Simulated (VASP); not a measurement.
# Tl (P6_3/mmc) in VASP: settings compared

Aim: see how the results for Tl move with the level of theory and the settings. Levels: b88 exchange, pbe correlation. Tasks: single point.

Program: VASP 6.6.1. These are calculated values, not measurements. Logs are shortened: lines on timing, memory, paths and dates and some standing lists are left out, and cuts for length are marked.

**1. The cell of the first run**

The structure is hexagonal, space group P6_3/mmc (No. 194). Conventional cell: a = 3.501 Å, b = 3.501 Å, c = 5.598 Å, α = 90.00°, β = 90.00°, γ = 120.00°. Tl (site symmetry -6m2) has 12 Tl at 3.45 to 3.50 Å within 4.5 Å.

**2. Single point, b88 exchange, pbe correlation, collinear spin**

INCAR

```
SYSTEM = Tl
  ALGO = Normal
  EDIFF = 1E-6
  ENCUT = 500
  GGA = LIBXC
  GGA_COMPAT = .False.
  ISIF = 2
  ISMEAR = 1
  ISPIN = 2
  LASPH = .True.
  LCHARG = .False.
  LIBXC1 = GGA_X_B88
  LIBXC2 = GGA_C_PBE
  LORBIT = 11
  LREAL = .False.
  LWAVE = .False.
  MAGMOM = 0.05 0.16
  NBANDS = 24
  NELM = 200
  PREC = Accurate
  SIGMA = 0.15
```

KPOINTS

```
k-points
0
Gamma
  9 9 5
  0 0 0
```

POSCAR

```
Tl
1.0
    3.5014788996      0.0000000000      0.0000000000
   -1.7507394498      3.0323696779      0.0000000000
    0.0000000000      0.0000000000      5.5977057061
Tl
2
Direct
    0.6666666667      0.3333333333      0.7500000000
    0.3333333333      0.6666666667      0.2500000000
```

Potentials or basis: VASP PAW PBE potentials, release 64 (Tl_d).

Started as:

```console
$ cat potpaw_PBE.64/Tl_d/POTCAR > POTCAR
$ mpirun -np 1 vasp_std > vasp.out
```

OUTCAR:

```text
SYSTEM = Tl
   EDIFF = 1E-6
   ENCUT = 500
   GGA = LIBXC
   ISIF = 2
   ISMEAR = 1
   ISPIN = 2
   LASPH = .True.
   LORBIT = 11
   LREAL = .False.
   NELM = 200
   PREC = Accurate

 ion  position               nearest neighbor table
   1  0.667  0.333  0.750-   2 3.45   2 3.45   2 3.45   2 3.45   2 3.45   2 3.45
   2  0.333  0.667  0.250-   1 3.45   1 3.45   1 3.45   1 3.45   1 3.45   1 3.45

  LATTYP: Found a hexagonal cell.
 ALAT       =     3.5014788996
 C/A-ratio  =     1.5986689815

  Lattice vectors:

 A1 = (   3.5014788996,   0.0000000000,   0.0000000000)
 A2 = (  -1.7507394498,   3.0323696779,   0.0000000000)
 A3 = (   0.0000000000,   0.0000000000,   5.5977057061)

Analysis of symmetry for initial positions (statically):
=====================================================================
 Subroutine PRICEL returns:
 Original cell was already a primitive cell.

 Routine SETGRP: Setting up the symmetry group for a
 hexagonal supercell.

 Subroutine GETGRP returns: Found 24 space group operations
 (whereof 12 operations were pure point group operations)
 out of a pool of 24 trial point group operations.

The static configuration has the point symmetry D_3d.
 The point group associated with its full space group is D_6h.

Analysis of symmetry for dynamics (positions and initial velocities):
=====================================================================
 Subroutine PRICEL returns:
 Original cell was already a primitive cell.

 Routine SETGRP: Setting up the symmetry group for a
 hexagonal supercell.

 Subroutine GETGRP returns: Found 24 space group operations
 (whereof 12 operations were pure point group operations)
 out of a pool of 24 trial point group operations.

The dynamic configuration has the point symmetry D_3d.
 The point group associated with its full space group is D_6h.

Analysis of structural, dynamic, and magnetic symmetry:
=====================================================================
 Subroutine PRICEL returns:
 Original cell was already a primitive cell.

 Routine SETGRP: Setting up the symmetry group for a
 hexagonal supercell.

 Subroutine GETGRP returns: Found 12 space group operations
 (whereof  6 operations were pure point group operations)
 out of a pool of 24 trial point group operations.

The overall configuration has the point symmetry C_3v.
 The point group associated with its full space group is D_3h.

 Subroutine INISYM returns: Found 12 space group operations
[... 119 lines left out ...]
  Fermi-wavevector in a.u.,A,eV,Ry     =   1.242753  2.348462 21.013303  1.544434
  Thomas-Fermi vector in A             =   2.377093
   LORBIT       =     11    0 simple, 1 ext, 2 COOP (PROOUT), +10 PAW based schemes
   GGA     = LIBXC    functional components
   LHFCALC =     F    Hartree Fock is set to
   AEXX    =    0.0000 exact exchange contribution
   IVDW    =     0    specifies the selected vdW correction
   LEPSILON=     F    determine dielectric tensor
   LRPA    =     F    only Hartree local field effects (RPA)
 spin polarized calculation
 Methfessel and Paxton  Order N= 1 SIGMA  =   0.15
  energy-cutoff  :      500.00
  volume of cell :       59.44
 maximum number of plane-waves:      1525
 NGX is ok and might be reduce to    28
   NGX = 13   NGY = 13   NGZ = 21

 number of electron      26.0000001 magnetization       0.0387247

 number of electron      26.0000001 magnetization      -0.0000179

 Free energy of the ion-electron system (eV)
  ---------------------------------------------------
  ext. energy  EPLUGINS =         0.00000000
  ---------------------------------------------------
  free energy    TOTEN  =        -4.21584916 eV

  energy without entropy =       -4.21194135  energy(sigma->0) =       -4.21454656

 E-fermi :   6.0989     XC(G=0): -10.0310

 val. band max:        6.0749661386   @ k =   0.2222   0.2222   0.4000
 cond. band min:       6.1288569359   @ k =   0.2222   0.1111   0.2000
 fundamental gap:      0.0538907973
 Fermi energy:         6.0989326625

 spin component 1

 k-point     1 :       0.0000    0.0000    0.0000
  band No.  band energies     occupation
      1      -5.6057      1.00000
      2      -5.4114      1.00000
      3      -5.3970      1.00000
      4      -5.3970      1.00000
      5      -5.3494      1.00000
      6      -5.3494      1.00000
[... 637 lines left out ...]
     23      21.6516      0.00000
     24      21.6516      0.00000

 [... further k-points ...]

 spin component 2

 k-point     1 :       0.0000    0.0000    0.0000
  band No.  band energies     occupation
      1      -5.6053      1.00000
      2      -5.4110      1.00000
      3      -5.3966      1.00000
      4      -5.3966      1.00000
      5      -5.3490      1.00000
      6      -5.3490      1.00000
[... 637 lines left out ...]
     23      21.6516      0.00000
     24      21.6516      0.00000

 [... further k-points ...]

------------------------ aborting loop because EDIFF is reached ----------------------------------------

  FORCE on cell =-STRESS in cart. coord.  units (eV):
  Direction    XX          YY          ZZ          XY          YZ          ZX
  --------------------------------------------------------------------------------------
  -------------------------------------------------------------------------------------
  Total        0.4793451      0.4793451      0.8531430      0.0000000      0.0000000      0.0000000
  in kB       12.9215669     12.9215669     22.9979281      0.0000000      0.0000000      0.0000000
  external PRESSURE =      16.2803540 kB  Pullay stress =       0.0000000 kB

 VOLUME and BASIS-vectors are now :
 -----------------------------------------------------------------------------
  energy-cutoff  :      500.00
  volume of cell :       59.44
      direct lattice vectors                 reciprocal lattice vectors
     3.501478900  0.000000000  0.000000000     0.285593610  0.164887548  0.000000000
    -1.750739450  3.032369678  0.000000000     0.000000000  0.329775095  0.000000000
     0.000000000  0.000000000  5.597705706     0.000000000  0.000000000  0.178644618

 POSITION                                       TOTAL-FORCE (eV/Angst)
 -----------------------------------------------------------------------------------
      1.75074      1.01079      4.19828         0.000000     -0.000000      0.000000
     -0.00000      2.02158      1.39943        -0.000000      0.000000     -0.000000
 -----------------------------------------------------------------------------------
    total drift:                                0.000000     -0.000000     -0.000000

  FREE ENERGIE OF THE ION-ELECTRON SYSTEM (eV)
  ---------------------------------------------------
  free  energy   TOTEN  =        -4.2158491648 eV

  energy  without entropy=       -4.2119413525  energy(sigma->0) =       -4.21454656

 total charge

# of ion       s       p       d       tot
------------------------------------------
    1        1.188   0.376   9.638  11.202
    2        1.188   0.376   9.638  11.202
--------------------------------------------------
tot          2.376   0.752  19.276  22.404

 magnetization (x)

# of ion       s       p       d       tot
------------------------------------------
    1        0.000   0.000   0.000   0.000
    2        0.000   0.000   0.000   0.000
--------------------------------------------------
tot          0.000   0.000   0.000   0.000
```

OSZICAR:

```text
N       E                     dE             d eps       ncg     rms          rms(c)
DAV:   1     0.136156734826E+03    0.13616E+03   -0.13176E+04  3488   0.967E+02
DAV:   2    -0.138736253128E+01   -0.13754E+03   -0.13384E+03  4016   0.250E+02
DAV:   3    -0.424081768680E+01   -0.28535E+01   -0.28473E+01  4224   0.314E+01
DAV:   4    -0.425750675789E+01   -0.16689E-01   -0.16688E-01  4008   0.263E+00
DAV:   5    -0.425774282624E+01   -0.23607E-03   -0.23607E-03  4320   0.305E-01    0.280E+00
DAV:   6    -0.422243744740E+01    0.35305E-01   -0.51531E-02  4008   0.163E+00    0.194E+00
DAV:   7    -0.421640836748E+01    0.60291E-02   -0.18554E-02  4120   0.929E-01    0.879E-01
DAV:   8    -0.421626062390E+01    0.14774E-03   -0.86738E-04  4080   0.167E-01    0.240E-01
DAV:   9    -0.421590331791E+01    0.35731E-03   -0.60319E-04  4136   0.174E-01    0.580E-02
DAV:  10    -0.421584530909E+01    0.58009E-04   -0.31226E-05  4168   0.497E-02    0.101E-02
DAV:  11    -0.421584947073E+01   -0.41616E-05   -0.35241E-06  3920   0.143E-02    0.745E-03
DAV:  12    -0.421584916485E+01    0.30589E-06   -0.99273E-07  2904   0.888E-03
   1 F= -.42158492E+01 E0= -.42145466E+01  d E =-.390781E-02  mag=     0.0002
```

It took 85 s on 1 thread of Intel Xeon Platinum 8259CL at 2.50GHz (Skylake/Cascade Lake), shared host; peak memory 0.24 GiB.

What came out:

| Item | Value |
| --- | --- |
| Free energy | -4.2158 eV |
| Pressure | 1.6 GPa |
| Band gap on the k mesh | zero (filled and empty bands overlap) |
| Net moment | 0.00 μB per cell |
| Valence electrons inside the program's atomic spheres | Tl 11.20 |

Caveat: the PAW data sets were made with another functional, which shifts forces and pressure a little; spin-orbit coupling is left out, which moves the levels of the heavy elements.

**3. Single point, b88 exchange, pbe correlation, collinear spin**

This run uses another cell than the first one, of 30.29 Å³/atom.

INCAR

```
PREC = Accurate
ENCUT = 500
EDIFF = 1E-6
ISMEAR = 1
SIGMA = 0.15
LREAL = False
LASPH = True
NELM = 200
ALGO = Normal
ISIF = 2
LWAVE = False
LCHARG = False
ISPIN = 2
MAGMOM = 0.05 0.16
LORBIT = 11
GGA = LIBXC
LIBXC1 = GGA_X_B88
LIBXC2 = GGA_C_PBE
NBANDS = 24
GGA_COMPAT = False
```

KPOINTS

```
regular mesh
0
Gamma
  9 9 5
```

POSCAR

```
Tl
1.0
    3.5237819143      0.0000000000      0.0000000000
   -1.7618909571      3.0516846552      0.0000000000
    0.0000000000      0.0000000000      5.6333608439
Tl
2
Direct
    0.6666666667      0.3333333333      0.7500000000
    0.3333333333      0.6666666667      0.2500000000
```

Potentials or basis: VASP PAW PBE potentials, release 64 (Tl_d).

Started as:

```console
$ cat potpaw_PBE.64/Tl_d/POTCAR > POTCAR
$ mpirun -np 1 vasp_std > vasp.out
```

Wall time 1.7 min (1 thread of Intel Xeon Platinum 8259CL at 2.50GHz (Skylake/Cascade Lake), shared host); peak memory 0.24 GiB.

The run converged. Its results:

```
Free energy                                           : -4.2256 eV
Pressure                                              : 1.0 GPa
Band gap on the k mesh                                : zero (filled and empty bands overlap)
Net moment                                            : 0.00 μB per cell
Valence electrons inside the program's atomic spheres : Tl 11.20
```

Stress tensor (GPa, compression positive):
```
0.69 0.00 0.00
0.00 0.69 0.00
0.00 0.00 1.57
```

Levels at points of the mesh, in eV from the Fermi level:
Spin up:
| k point | band 10 | band 11 | band 12 | band 13 | band 14 | band 15 | band 16 | band 17 |
| --- | --- | --- | --- | --- | --- | --- | --- | --- |
| (0.00, 0.00, 0.00) | -11.08 | -9.64 | -5.13 | -2.57 | 7.61 | 7.61 | 9.57 | 9.57 |
Spin down:
| k point | band 10 | band 11 | band 12 | band 13 | band 14 | band 15 | band 16 | band 17 |
| --- | --- | --- | --- | --- | --- | --- | --- | --- |
| (0.00, 0.00, 0.00) | -11.08 | -9.64 | -5.13 | -2.57 | 7.61 | 7.61 | 9.57 | 9.57 |

Caveat: the PAW data sets were made with another functional, which shifts forces and pressure a little; spin-orbit coupling is left out, which moves the levels of the heavy elements.
